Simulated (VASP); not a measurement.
# CuO (P-1) in VASP: a series of runs, part 2 of 2

VASP 6.6.1. The steps go on from the part before.

### 3 Single point, PBE

The input, INCAR:

```
SYSTEM = CuO
  PREC = Accurate
  ENCUT = 700
  EDIFF = 1E-6
  ISMEAR = -1
  SIGMA = 0.05
  LREAL = .FALSE.
  LASPH = .TRUE.
  NELM = 120
  ALGO = Normal
  ISIF = 2
  LWAVE = .FALSE.
  LCHARG = .FALSE.
  GGA = PE
  NBANDS = 33
  GGA_COMPAT = .FALSE.
```

The input, KPOINTS:

```
regular mesh
0
G
  9 9 5
  0 0 0
```

The input, POSCAR:

```
CuO
1.0
    2.8795009639      0.0000000000      0.0000000000
    0.0390727580      2.8792794796      0.0000000000
    0.0174953863      0.0172449008      5.1763391994
Cu O
2 2
Direct
    0.0000000000      0.5000000000      0.0000000000
    0.5000000000      0.0000000000      0.5000000000
    0.9984239700      0.0016717800      0.7498871000
    0.0015760300      0.9983282200      0.2501129000
```

Potentials or basis: VASP PAW PBE potentials, release 64 (Cu_sv_GW, O).

Run with:

```
> cat potpaw_PBE.64/Cu_sv_GW/POTCAR potpaw_PBE.64/O/POTCAR > POTCAR
> mpirun -np 1 vasp_std > vasp.out
```

OUTCAR:

```text
SYSTEM = CuO
   PREC = Accurate
   ENCUT = 700
   EDIFF = 1E-6
   ISMEAR = -1
   LREAL = .FALSE.
   LASPH = .TRUE.
   NELM = 120
   ISIF = 2
   GGA = PE

 ion  position               nearest neighbor table
   1  0.000  0.500  0.000-   3 1.94   4 1.94   3 1.94   4 1.94
   2  0.500  0.000  0.500-   3 1.94   4 1.94   4 1.94   3 1.94
   3  0.998  0.002  0.750-   2 1.94   2 1.94   1 1.94   1 1.94
   4  0.002  0.998  0.250-   2 1.94   2 1.94   1 1.94   1 1.94

  LATTYP: Found a base centered monoclinic cell.
 ALAT       =    11.1169163425
 B/A-ratio  =     0.3638182808
 C/A-ratio  =     0.4656324948
 COS(beta)  =    -0.9295148209

  Lattice vectors:

 A1 = (   2.8620055776,  -0.0172449008,  -5.1763391994)
 A2 = (   0.0215773717,   2.8620345788,  -5.1763391994)
 A3 = (   0.0174953863,   0.0172449008,   5.1763391994)

Analysis of symmetry for initial positions (statically):
=====================================================================
 Subroutine PRICEL returns:
 Original cell was already a primitive cell.

 Routine SETGRP: Setting up the symmetry group for a
 base centered monoclinic supercell.

 Subroutine GETGRP returns: Found  2 space group operations
 (whereof  2 operations were pure point group operations)
 out of a pool of  4 trial point group operations.

The static configuration has the point symmetry S_2 .

Analysis of symmetry for dynamics (positions and initial velocities):
=====================================================================
 Subroutine PRICEL returns:
 Original cell was already a primitive cell.

 Routine SETGRP: Setting up the symmetry group for a
 base centered monoclinic supercell.

 Subroutine GETGRP returns: Found  2 space group operations
 (whereof  2 operations were pure point group operations)
 out of a pool of  4 trial point group operations.

The dynamic configuration has the point symmetry S_2 .

 Subroutine INISYM returns: Found  2 space group operations
 (whereof  2 operations are pure point group operations),
 and found     1 'primitive' translations

----------------------------------------------------------------------------------------

                                     Primitive cell

  volume of cell :      42.9164

  direct lattice vectors                    reciprocal lattice vectors
     2.879500964  0.000000000  0.000000000     0.347282398 -0.004712735 -0.001158071
     0.039072758  2.879279480  0.000000000     0.000000000  0.347309112 -0.001157055
     0.017495386  0.017244901  5.176339199     0.000000000  0.000000000  0.193186722

  length of vectors
     2.879500964  2.879544582  5.176397491     0.347316304  0.347311040  0.193186722

  position of ions in fractional coordinates (direct lattice)
     1.000000000  0.500000000  0.000000000
     0.500000000  0.000000000  0.500000000
     0.998423970  0.001671780  0.749887100
     0.001576030  0.998328220  0.250112900

  ion indices of the primitive-cell ions
   primitive index   ion index
                 1           1
                 2           2
                 3           3
                 4           4

----------------------------------------------------------------------------------------

 KPOINTS: regular mesh

Automatic generation of k-mesh.
 Grid dimensions read from file:
 generate k-points for:    9    9    5

 Generating k-lattice:

  Cartesian coordinates                     Fractional coordinates (reciprocal lattice)
     0.038586933 -0.000523637 -0.000128675     0.111111111 -0.000000000 -0.000000000
     0.000000000  0.038589901 -0.000128562     0.000000000  0.111111111 -0.000000000
     0.000000000  0.000000000  0.038637344     0.000000000  0.000000000  0.200000000

  Length of vectors
     0.038590700  0.038590116  0.038637344

  Shift w.r.t. Gamma in fractional coordinates (k-lattice)
     0.000000000  0.000000000  0.000000000

 Subroutine IBZKPT returns following result:
 ===========================================

 Found    203 irreducible k-points:

 Following reciprocal coordinates:
            Coordinates               Weight
  0.000000  0.000000  0.000000      1.000000
  0.111111  0.000000 -0.000000      2.000000
  0.000000 -0.111111  0.000000      2.000000
  0.222222 -0.000000 -0.000000      2.000000
  0.000000 -0.222222  0.000000      2.000000
  0.333333  0.000000 -0.000000      2.000000
[... 16 lines left out ...]
 -0.111111  0.111111 -0.000000      2.000000
  0.222222  0.222222 -0.000000      2.000000
 [... further k-points ...]
   k-points           NKPTS =    203   k-points in BZ     NKDIM =    203   number of bands    NBANDS=     33
   number of dos      NEDOS =    301   number of ions     NIONS =      4
   total plane-waves  NPLWV =  37632
   dimension x,y,z NGX =    28 NGY =   28 NGZ =   48
   dimension x,y,z NGXF=    56 NGYF=   56 NGZF=   96
   ions per type =               2   2
   NGX,Y,Z   is equivalent  to a cutoff of  16.17, 16.17, 15.42 a.u.
   NGXF,Y,Z  is equivalent  to a cutoff of  32.33, 32.33, 30.83 a.u.
 SYSTEM =  CuO
   PREC   = accura    normal or accurate (medium, high low for compatibility)
   ISTART =      0    job   : 0-new  1-cont  2-samecut
   ICHARG =      2    charge: 1-file 2-atom 10-const
   ISPIN  =      1    spin polarized calculation?
   LNONCOLLINEAR =      F non collinear calculations
   LSORBIT =      F    spin-orbit coupling
   LASPH  =      T    aspherical Exc in radial PAW
   ENCUT  =  700.0 eV  51.45 Ry    7.17 a.u.   6.21  6.21 11.17*2*pi/ulx,y,z
   NELM   =    120;   NELMIN=  2; NELMDL= -5     # of ELM steps
   EDIFF  = 0.1E-05   stopping-criterion for ELM
   LREAL  =      F    real-space projection
   EDIFFG = 0.1E-04   stopping-criterion for IOM
   NSW    =      0    number of steps for IOM
   IBRION =     -1    ionic relax: 0-MD 1-quasi-New 2-CG
   NFREE  =      0    steps in history (QN), initial steepest desc. (CG)
   ISIF   =      2    stress and relaxation
   ISYM   =      2    0-nonsym 1-usesym 2-fastsym
   POTIM  = 0.5000    time-step for ionic-motion
   TEBEG  =    0.0;   TEEND  =   0.0 temperature during run
   PSTRESS=    0.0 pullay stress
   NELECT =      50.0000    total number of electrons
   NUPDOWN=      -1.0000    fix difference up-down
   EMIN   =  10.00;   EMAX   =-10.00  energy-range for DOS
   EFERMI =   0.00;   METHOD = LEGACY
   ISMEAR =    -1;   SIGMA  =   0.05  broadening in eV -4-tet -1-fermi 0-gaus
   EFERMI_NEDOS =   21; number of points for ismear=-14 and -15
   IALGO  =     38    algorithm
   IMIX   =      4    mixing-type and parameters
     AMIX     =   0.40;   BMIX     =  1.00
     AMIX_MAG =   1.60;   BMIX_MAG =  1.00
  volume/ion in A,a.u.               =      10.73        72.40
  Fermi-wavevector in a.u.,A,eV,Ry     =   1.722623  3.255285 40.374336  2.967430
  Thomas-Fermi vector in A             =   2.798653
   LORBIT       =      0    0 simple, 1 ext, 2 COOP (PROOUT), +10 PAW based schemes
   GGA     = PE    functional components
   LHFCALC =     F    Hartree Fock is set to
   AEXX    =    0.0000 exact exchange contribution
   IVDW    =     0    specifies the selected vdW correction
   LEPSILON=     F    determine dielectric tensor
   LRPA    =     F    only Hartree local field effects (RPA)
 non-spin polarized calculation
  energy-cutoff  :      700.00
  volume of cell :       42.92
 maximum number of plane-waves:      1823
 NGX is ok and might be reduce to    28
   NGX = 13   NGY = 13   NGZ = 23

 number of electron      50.0000025 magnetization

 Free energy of the ion-electron system (eV)
  ---------------------------------------------------
  ext. energy  EPLUGINS =         0.00000000
  ---------------------------------------------------
  free energy    TOTEN  =       -19.86270059 eV

  energy without entropy =      -19.84334527  energy(sigma->0) =      -19.85302293

 E-fermi :   5.2972     XC(G=0): -11.8571

 val. band max:        5.2855051476   @ k =   0.4444   0.4444   0.4000
 cond. band min:       5.3213234390   @ k =  -0.1111   0.2222  -0.0000
 fundamental gap:      0.0358182915
 Fermi energy:         5.2971569743

 k-point     1 :       0.0000    0.0000    0.0000
  band No.  band energies     occupation
      1    -107.5096      2.00000
      2    -107.5058      2.00000
      3     -65.0089      2.00000
      4     -65.0045      2.00000
      5     -64.9743      2.00000
      6     -64.9666      2.00000
[... 853 lines left out ...]
     32      17.4815      0.00000
     33      20.9369      0.00000

 [... further k-points ...]

------------------------ aborting loop because EDIFF is reached ----------------------------------------

  FORCE on cell =-STRESS in cart. coord.  units (eV):
  Direction    XX          YY          ZZ          XY          YZ          ZX
  --------------------------------------------------------------------------------------
  -------------------------------------------------------------------------------------
  Total        0.9756224      0.9618705      0.4916178     -0.0125558      0.0041684      0.0004734
  in kB       36.4223997     35.9090078     18.3533120     -0.4687388      0.1556153      0.0176739
  external PRESSURE =      30.2282398 kB  Pullay stress =       0.0000000 kB

 VOLUME and BASIS-vectors are now :
 -----------------------------------------------------------------------------
  energy-cutoff  :      700.00
  volume of cell :       42.92
      direct lattice vectors                 reciprocal lattice vectors
     2.879500964  0.000000000  0.000000000     0.347282398 -0.004712735 -0.001158071
     0.039072758  2.879279480  0.000000000     0.000000000  0.347309112 -0.001157055
     0.017495386  0.017244901  5.176339199     0.000000000  0.000000000  0.193186722

 POSITION                                       TOTAL-FORCE (eV/Angst)
 -----------------------------------------------------------------------------------
      0.01954      1.43964      0.00000        -0.000000      0.000000      0.000000
      1.44850      0.00862      2.58817        -0.000000      0.000000      0.000000
      2.88815      0.01775      3.88167         0.003237     -0.004769      0.009563
      0.04792      2.87878      1.29467        -0.003237      0.004769     -0.009563
 -----------------------------------------------------------------------------------
    total drift:                                0.000000      0.000000      0.000000

  FREE ENERGIE OF THE ION-ELECTRON SYSTEM (eV)
  ---------------------------------------------------
  free  energy   TOTEN  =       -19.8627005949 eV

  energy  without entropy=      -19.8433452694  energy(sigma->0) =      -19.85302293
```

stdout:

```text
POSCAR found type information on POSCAR CuO
 POSCAR found :  2 types and       4 ions
 scaLAPACK will be used
 LDA part: xc-table for (Slater+PW92), standard interpolation
 POSCAR, INCAR and KPOINTS ok, starting setup
 FFT: planning ... GRIDC
 FFT: planning ... GRID_SOFT
 FFT: planning ... GRID
 WAVECAR not read
 entering main loop
```

It took 4.9 min on 1 thread of Intel Xeon 6975P-C (Granite Rapids), shared host; peak memory 0.52 GiB.

What came out:

```
Free energy            : -19.8627 eV
Pressure               : 3.0 GPa
Largest force          : 0.011 eV/Å
Band gap on the k mesh : zero (bands 25 and 26 overlap by 0.93 eV)
```

Forces on the atoms (eV/Å):
```
Cu   0.000  0.000  0.000
Cu   0.000  0.000  0.000
O    0.003 -0.005  0.010
O   -0.003  0.005 -0.010
```

Caveat: the cell stands under pressure; semilocal functionals often make such compounds metallic where correlation or magnetic order opens a gap, which also shifts bond lengths.

### 4 Single point, PBEsol

This run uses another cell than the first one, of 10.51 Å³/atom.

The input, INCAR:

```
SYSTEM = CuO
PREC = Accurate ; ENCUT = 700
EDIFF = 1E-6 ; ISMEAR = -1
SIGMA = 0.05 ; LREAL = .False.
LASPH = .True. ; NELM = 120
ALGO = Normal ; ISIF = 2
LWAVE = .False. ; LCHARG = .False.
GGA = PS ; NBANDS = 33
GGA_COMPAT = .False.
```

The input, KPOINTS:

```
Automatic mesh
0
Gamma
  9 9 5
  0 0 0
```

The input, POSCAR:

```
CuO
1.0
    2.8601748718      0.0000000000      0.0000000000
    0.0388105168      2.8599548740      0.0000000000
    0.0173779641      0.0171291597      5.1415976211
Cu O
2 2
Direct
    0.0000000000      0.5000000000      0.0000000000
    0.5000000000      0.0000000000      0.5000000000
    0.9984239700      0.0016717800      0.7498871000
    0.0015760300      0.9983282200      0.2501129000
```

Potentials or basis: VASP PAW PBE potentials, release 64 (Cu_sv_GW, O).

Run with:

```
> cat potpaw_PBE.64/Cu_sv_GW/POTCAR potpaw_PBE.64/O/POTCAR > POTCAR
> mpirun -np 1 vasp_std > vasp.out
```

OUTCAR:

```text
SYSTEM = CuO
   PREC = Accurate
   ENCUT = 700
   EDIFF = 1E-6
   ISMEAR = -1
   LREAL = .False.
   LASPH = .True.
   NELM = 120
   ISIF = 2
   GGA = PS

 ion  position               nearest neighbor table
   1  0.000  0.500  0.000-   3 1.92   4 1.92   3 1.92   4 1.92
   2  0.500  0.000  0.500-   3 1.92   4 1.92   4 1.92   3 1.92
   3  0.998  0.002  0.750-   2 1.92   2 1.92   1 1.92   1 1.92
   4  0.002  0.998  0.250-   2 1.92   2 1.92   1 1.92   1 1.92

  LATTYP: Found a base centered monoclinic cell.
 ALAT       =    11.0423039176
 B/A-ratio  =     0.3638182808
 C/A-ratio  =     0.4656324948
 COS(beta)  =    -0.9295148209

  Lattice vectors:

 A1 = (   2.8427969077,  -0.0171291597,  -5.1415976211)
 A2 = (   0.0214325527,   2.8428257143,  -5.1415976211)
 A3 = (   0.0173779641,   0.0171291597,   5.1415976211)

Analysis of symmetry for initial positions (statically):
=====================================================================
 Subroutine PRICEL returns:
 Original cell was already a primitive cell.

 Routine SETGRP: Setting up the symmetry group for a
 base centered monoclinic supercell.

[... 171 lines left out ...]

 val. band max:        5.3803577110   @ k =   0.4444   0.4444   0.4000
 cond. band min:       5.4186543587   @ k =  -0.2222   0.1111  -0.0000
 fundamental gap:      0.0382966478
 Fermi energy:         5.3906288106

 k-point     1 :       0.0000    0.0000    0.0000
  band No.  band energies     occupation
      1    -107.1507      2.00000
      2    -107.1466      2.00000
      3     -64.8033      2.00000
      4     -64.7986      2.00000
      5     -64.7660      2.00000
      6     -64.7562      2.00000
[... 853 lines left out ...]
     32      17.5906      0.00000
     33      21.2466      0.00000

 [... further k-points ...]

------------------------ aborting loop because EDIFF is reached ----------------------------------------

  FORCE on cell =-STRESS in cart. coord.  units (eV):
  Direction    XX          YY          ZZ          XY          YZ          ZX
  --------------------------------------------------------------------------------------
  -------------------------------------------------------------------------------------
  Total       -0.0877850     -0.0935992     -0.7431052     -0.0168981      0.0027329     -0.0009745
  in kB       -3.3441141     -3.5656013    -28.3081214     -0.6437210      0.1041063     -0.0371238
  external PRESSURE =     -11.7392789 kB  Pullay stress =       0.0000000 kB

 VOLUME and BASIS-vectors are now :
 -----------------------------------------------------------------------------
  energy-cutoff  :      700.00
  volume of cell :       42.06
      direct lattice vectors                 reciprocal lattice vectors
     2.860174872  0.000000000  0.000000000     0.349628972 -0.004744579 -0.001165896
     0.038810517  2.859954874  0.000000000     0.000000000  0.349655867 -0.001164874
     0.017377964  0.017129160  5.141597621     0.000000000  0.000000000  0.194492077

 POSITION                                       TOTAL-FORCE (eV/Angst)
 -----------------------------------------------------------------------------------
      0.01941      1.42998      0.00000        -0.000000      0.000000      0.000000
      1.43878      0.00856      2.57080        -0.000000      0.000000      0.000000
      2.86876      0.01763      3.85562         0.003897     -0.005481      0.009521
      0.04760      2.85946      1.28598        -0.003897      0.005481     -0.009521
 -----------------------------------------------------------------------------------
    total drift:                                0.000000      0.000000      0.000000

  FREE ENERGIE OF THE ION-ELECTRON SYSTEM (eV)
  ---------------------------------------------------
  free  energy   TOTEN  =       -21.6693513267 eV

  energy  without entropy=      -21.6503245203  energy(sigma->0) =      -21.65983792
```

stdout:

```text
POSCAR found type information on POSCAR CuO
 POSCAR found :  2 types and       4 ions
 scaLAPACK will be used
 -----------------------------------------------------------------------------
|                                                                             |
|                                                                             |
|     You enforced a specific xc type in the INCAR file but a different       |
|     I HOPE YOU KNOW WHAT YOU ARE DOING!                                     |
|                                                                             |
 -----------------------------------------------------------------------------

 LDA part: xc-table for (Slater+PW92), standard interpolation
 POSCAR, INCAR and KPOINTS ok, starting setup
 FFT: planning ... GRIDC
 FFT: planning ... GRID_SOFT
 FFT: planning ... GRID
 WAVECAR not read
 entering main loop
```

Wall time 4.6 min (1 thread of Intel Xeon 6975P-C (Granite Rapids), shared host); peak memory 0.51 GiB.

What came out:

```yaml
Free_energy: -21.6694 eV
Pressure: -1.2 GPa
Largest_force: 0.012 eV/Å
Band_gap_on_the_k_mesh: zero (bands 25 and 26 overlap by 0.97 eV)
```

Forces in eV/Å, atoms in the order of the input:
```
Cu   0.000  0.000  0.000
Cu   0.000  0.000  0.000
O    0.004 -0.005  0.010
O   -0.004  0.005 -0.010
```

Caveat: the PAW data sets were made with another functional, which shifts forces and pressure a little; semilocal functionals often make such compounds metallic where correlation or magnetic order opens a gap, which also shifts bond lengths. With open d or f shells a metallic result of PBEsol can be an artefact of self-interaction; +U or a hybrid may open a gap.

### 5 Overview

| level | potentials or basis | cell | cutoff (eV) | gap on the mesh (eV) | pressure (GPa) | largest force (eV/Å) |
| --- | --- | --- | --- | --- | --- | --- |
| LDA | VASP PAW LDA potentials, release 64 (Cu, O) | a = 2.880, b = 2.880, c = 5.176 Å, angles 89.8, 89.8, 89.2°, 4 atoms | 520 | none | -7.6 | 0.01 |
| PBE | VASP PAW PBE potentials, release 64 (Cu_sv_GW, O) | a = 2.880, b = 2.880, c = 5.176 Å, angles 89.8, 89.8, 89.2°, 4 atoms | 700 | none | 3.0 | 0.01 |
| PBEsol | VASP PAW PBE potentials, release 64 (Cu_sv_GW, O) | a = 2.860, b = 2.860, c = 5.142 Å, angles 89.8, 89.8, 89.2°, 4 atoms | 700 | none | -1.2 | 0.01 |

Alike in all rows: task single point; no spin polarisation; k mesh 9 × 9 × 5; smearing fermi-dirac 0.05 eV.

Caveats: semilocal functionals often make such compounds metallic where correlation or magnetic order opens a gap, which also shifts bond lengths; the cell stands under tension (at least some runs); the cell stands under pressure (at least some runs); the PAW data sets were made with another functional, which shifts forces and pressure a little (at least some runs).

Absolute energies hang on the potentials; compare differences alone.
